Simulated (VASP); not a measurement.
Write the native input for VASP 6.6.1 that does the following.

| Quantity | Value |
| --- | --- |
| Task | single point |
| Functional | r2SCAN |
| Potentials or basis | VASP PAW PBE potentials, release 64 (Pd) |
| Cutoff | 520 eV |
| k mesh | 10 × 10 × 10 |
| Occupations | methfessel-paxton, width 0.1 eV |
| Spin | no spin polarisation |
| Dipole correction | no |
| Further INCAR settings | ALGO = Normal; EDIFF = 1e-06; NBANDS = 11 |

The system is Pd.

```
CELL_PARAMETERS angstrom
0.00000 1.95270 1.95270
1.95270 0.00000 1.95270
1.95270 1.95270 0.00000
ATOMIC_POSITIONS crystal
Pd 0.00000 0.00000 0.00000
```

The input as run:

POSCAR

```
Pd
1.0
    0.0000000000      1.9526986997      1.9526986997
    1.9526986997      0.0000000000      1.9526986997
    1.9526986997      1.9526986997      0.0000000000
Pd
1
Direct
    0.0000000000      0.0000000000      0.0000000000
```

INCAR.step1

```
PREC = Accurate
ENCUT = 520
ISMEAR = 1
SIGMA = 0.1
LREAL = F
LASPH = T
NELM = 100
NBANDS = 11
GGA = PE
ALGO = Normal
EDIFF = 1E-4
LWAVE = T
LCHARG = F
```

INCAR.step2

```
PREC = Accurate
ENCUT = 520
EDIFF = 1E-6
ISMEAR = 1
SIGMA = 0.1
LREAL = F
LASPH = T
NELM = 100
ALGO = Normal
ISIF = 2
LWAVE = F
LCHARG = T
METAGGA = R2SCAN
LMIXTAU = T
LELF = T
LVHAR = T
NBANDS = 11
ISTART = 1
```

KPOINTS

```
Automatic mesh
0
Gamma
  10 10 10
```

Potentials or basis: VASP PAW PBE potentials, release 64 (Pd).

Run with:

```bash
$ cat potpaw_PBE.64/Pd/POTCAR > POTCAR
$ cp INCAR.step1 INCAR
$ mpirun -np 1 vasp_std > vasp.out
$ cp INCAR.step2 INCAR
$ mpirun -np 1 vasp_std > vasp.out
```

It gave:

| Property | Result |
| --- | --- |
| Pressure | 0.6 GPa |
| Band gap on the k mesh | zero (band 5 reaches 9.76 eV, above the bottom of band 6 at 8.11 eV) |

Caveat: the PAW data sets were made with another functional, which shifts forces and pressure a little.

Wall time 24 s on 1 thread of Intel(R) Xeon(R) Platinum 8559C (Emerald Rapids), on a shared host, peak memory 0.14 GiB.
